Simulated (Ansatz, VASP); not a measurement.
One calculation of P, two programs

Contents of INCAR:

```
SYSTEM = P
ALGO = Normal ; DIPOL = 0.5 0.5 0.500
EDIFF = 1E-6 ; ENCUT = 520
GGA = PE ; IDIPOL = 3
ISIF = 2 ; ISMEAR = 0
IVDW = 12 ; LASPH = .TRUE.
LCHARG = .TRUE. ; LDIPOL = .TRUE.
LELF = .TRUE. ; LREAL = .FALSE.
LVACPOTAV = .TRUE. ; LVHAR = .TRUE.
LWAVE = .FALSE. ; NBANDS = 12
NELM = 80 ; PREC = Accurate
SIGMA = 0.02
```

File KPOINTS:

```
k-points
0
G
  9 9 1
  0 0 0
```

File POSCAR:

```
P
1.0
    3.3870000000      0.0000000000      0.0000000000
   -1.6935000000      2.9332280426      0.0000000000
    0.0000000000      0.0000000000     28.0000000000
P
2
Direct
    0.3333333333      0.6666666667      0.5333571429
    0.6666666667      0.3333333333      0.4666428571
```

Input for Ansatz:

```yaml
crystal:
  lattice:
    - [3.387, 0.0, 0.0]
    - [-1.6935, 2.9332280426, 0.0]
    - [0.0, 0.0, 28.0]
  atoms:
    - { symbol: P, position: [0.3333333333, 0.6666666667, 0.5333571429] }
    - { symbol: P, position: [0.6666666667, 0.3333333333, 0.4666428571] }
  periodic: [true, true, false]
basis:
  ecutwfc: 420
kpoints:
  mp_grid: { grid: [9, 9, 1] }
hamiltonian:
  xc: pbe
  dispersion: d3bj
scf:
  occupations: { method: gaussian, width: 0.02 }
output:
  forces: true
  stress: true
  eigenvalues: true
  write_density: true
  write_potential: true
  elf: true
  volumetric_format: npy
```

Alike in both runs: task single point; functional PBE; dispersion D3(BJ); k mesh 9 × 9 × 1; occupations gaussian, width 0.02 eV; no spin polarisation.

|  | VASP | Ansatz |
| --- | --- | --- |
| version | VASP 6.6.1 | Ansatz 0.2.0 |
| potentials or method | VASP PAW PBE potentials, release 64 (P), cutoff 520 eV | scalar-relativistic, plane waves, PAW |
| valence electrons in the cell | 10 | 10 |

Ansatz gave:

```
gap on the k mesh at the Fermi level (eV)  : none
rms of the force components (eV/Å)         : 2.653
work function, face that differs most (eV) : 4.39
```

**Question.** Which values does VASP return?

**Answer.** gap on the k mesh at the Fermi level (eV): none; rms of the force components (eV/Å): 2.663; work function, face that differs most (eV): 4.38.

Atom by atom the forces differ by 0.010 eV/Å (rms over components). A gap of «none» marks a metal or a gap that the smearing closes.
